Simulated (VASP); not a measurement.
Input of a VASP 6.6.1 run:

Contents of INCAR:

```
SYSTEM = H4RuCl
PREC = Accurate
ENCUT = 520
EDIFF = 1E-7
ISMEAR = 0
SIGMA = 0.1
LREAL = .False.
LASPH = .True.
NELM = 150
ALGO = Normal
ISIF = 2
LWAVE = .False.
LCHARG = .True.
ISPIN = 2
MAGMOM = 0 0 0 0 1 0
LORBIT = 11
LMAXMIX = 4
GGA = PE
LELF = .True.
LVHAR = .True.
NBANDS = 26
```

File KPOINTS:

```
regular mesh
0
Gamma
  6 6 4
  0 0 0
```

The input POSCAR:

```
H4RuCl
1.0
    3.2465558400      0.0000000000      0.0000000000
   -1.6232779200      2.8115998300      0.0000000000
    0.0000000000      0.0000000000      6.7617415200
H Ru Cl
4 1 1
Direct
    0.3333333300      0.6666666700      0.7340772700
    0.3333333300      0.6666666700      0.2659227300
    0.6666666700      0.3333333300      0.7340772700
    0.6666666700      0.3333333300      0.2659227300
    0.0000000000      0.0000000000      0.0000000000
    0.0000000000      0.0000000000      0.5000000000
```

Potentials or basis: VASP PAW PBE potentials, release 64 (H, Ru_pv, Cl).

Launch:

```sh
$ cat potpaw_PBE.64/H/POTCAR potpaw_PBE.64/Ru_pv/POTCAR potpaw_PBE.64/Cl/POTCAR > POTCAR
$ mpirun -np 1 vasp_std > vasp.out
```

Task: Predict the pressure.

Result: -19.6 GPa.

Task: What does it give for the net moment?

Result: 1.61 μB per cell.

Forces on the atoms (eV/Å):
```
H    0.000  0.000  1.335
H    0.000  0.000 -1.335
H    0.000  0.000  1.335
H    0.000  0.000 -1.335
Ru   0.000  0.000  0.000
Cl   0.000  0.000  0.000
```

Caveat: the k points lie up to 0.37 Å⁻¹ apart; forces of over 1 eV/Å act on the atoms, so gaps and moduli don't describe the material at rest.
